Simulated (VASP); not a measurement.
Set up this calculation in VASP 6.6.1, as the native input.

* Task: single point
* Functional: PBE
* Potentials or basis: VASP PAW PBE potentials, release 64 (W_sv, C)
* Cutoff: 520 eV
* k mesh: 3 × 3 × 1
* Occupations: fermi-dirac, width 0.1 eV
* Spin: no spin polarisation
* Dipole correction: no
* Further INCAR settings: LREAL = Auto; ALGO = Normal; EDIFF = 1e-06; NBANDS = 86

The structure of WC lies in POSCAR:

```
WC
1.0
    5.6872000000      0.0000000000      0.0000000000
   -2.8436000000      4.9252600000      0.0000000000
    0.0000000000      0.0000000000     16.1894250000
W C
8 8
Direct
    0.0000000000      0.0000000000      0.0617687163
   -0.0004566719      0.0049946602      0.2413056671
   -0.0000030455      0.4999939090      0.0617687163
   -0.0022156316      0.5005624069      0.2386063742
    0.5000000000      0.0000000000      0.0617687163
    0.5023477080     -0.0045885902      0.2406570956
    0.4999969545      0.4999939090      0.0617687163
    0.5011106791      0.4996893565      0.2421148373
    0.3278109535      0.1752800867      0.1417097890
    0.3304774499      0.1476267243      0.3077070372
    0.3271664335      0.6633355396      0.1431428232
    0.3173837815      0.6645537494      0.3151625212
    0.8234678673      0.1752800867      0.1445511499
    0.8440653821      0.1679099174      0.3121852691
    0.8299275660      0.6702996390      0.1448167554
    0.8516893828      0.6695484096      0.3085841529
```

These files were run (other wordings do the same):

INCAR

```
SYSTEM = WC
  ALGO = Normal
  EDIFF = 1E-6
  ENCUT = 520
  GGA = PE
  ISIF = 2
  ISMEAR = -1
  LASPH = .True.
  LCHARG = .False.
  LREAL = Auto
  LWAVE = .False.
  NBANDS = 86
  NELM = 100
  PREC = Accurate
  SIGMA = 0.1
```

KPOINTS

```
k-points
0
Gamma
  3 3 1
  0 0 0
```

Potentials or basis: VASP PAW PBE potentials, release 64 (W_sv, C).

Launch:

```console
$ cat potpaw_PBE.64/W_sv/POTCAR potpaw_PBE.64/C/POTCAR > POTCAR
$ mpirun -np 1 vasp_std > vasp.out
```

Results of the run:

```yaml
Largest_force: 1.981 eV/Å
Band_gap_on_the_k_mesh: zero (bands 72 and 73 overlap by 0.96 eV)
```

Caveat: the k points lie up to 0.43 Å⁻¹ apart, too coarse for converged energies and pressures of a metal; spin-orbit coupling is left out, which moves the levels of the heavy elements.

Wall time 5.7 min on 1 thread of Intel(R) Xeon(R) 6975P-C (Granite Rapids), on a shared host, peak memory 0.51 GiB.
